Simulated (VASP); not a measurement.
Here is a VASP 6.6.1 calculation.

File INCAR:

```
PREC     = Accurate       # precision mode
ENCUT    = 520            # plane-wave cutoff, eV
EDIFF    = 1E-6           # SCF threshold, eV
ISMEAR   = -1             # smearing method
SIGMA    = 0.1            # smearing width, eV
LREAL    = False          # projectors in reciprocal space
LASPH    = True           # aspherical terms in the spheres
NELM     = 60             # most SCF steps
ALGO     = Normal         # electronic algorithm
ISIF     = 2              # what is computed and relaxed
LWAVE    = False          # write WAVECAR
LCHARG   = False          # write CHGCAR
GGA      = PS             # functional
NBANDS   = 10             # bands
```

KPOINTS

```
regular mesh
0
Gamma
  13 13 13
```

File POSCAR:

```
Na
1.0
   -2.0644408667      2.0644408667      2.0644408667
    2.0644408667     -2.0644408667      2.0644408667
    2.0644408667      2.0644408667     -2.0644408667
Na
1
Direct
    0.0000000000      0.0000000000      0.0000000000
```

Potentials or basis: VASP PAW PBE potentials, release 64 (Na_pv).

Launch:

```sh
$ cat potpaw_PBE.64/Na_pv/POTCAR > POTCAR
$ mpirun -np 1 vasp_std > vasp.out
```

Question: What does it give for the pressure?

Answer: 0.2 GPa.

Caveat: the PAW data sets were made with another functional, which shifts forces and pressure a little.
